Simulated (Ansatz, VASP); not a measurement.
# Si in VASP and in Ansatz

```
Si
1.0
     1.79890   -5.00198    0.00000
     1.79890    5.00198    0.00000
     0.00000    0.00000    5.33318
Si
4
Direct
  0.50000 0.50000 0.78565
  0.50000 0.50000 0.21435
  0.32356 0.67644 0.50000
  0.67644 0.32356 0.50000
```

Alike in both runs: functional PBE; k mesh 14 × 14 × 10; occupations gaussian, width 0.1 eV; no spin polarisation.

Ansatz relaxed the structure, and its values are those at the end. VASP's run is a single point on that final structure, the one shown.

```csv
,VASP,Ansatz
version,VASP 6.6.1,Ansatz 0.2.0
potentials or method,"VASP PAW PBE potentials, release 64 (Si), cutoff 520 eV","scalar-relativistic, plane waves, PAW"
valence electrons in the cell,16,16
```

Ansatz gave:

- gap on the k mesh at the Fermi level (eV): none
- pressure (GPa): 0.0

Problem. Which values does VASP return?

Solution. gap on the k mesh at the Fermi level (eV): none; pressure (GPa): -0.1.

A gap of «none» marks a metal or a gap that the smearing closes. With one functional, cell and mesh, what is left measures potentials, basis and numerics.
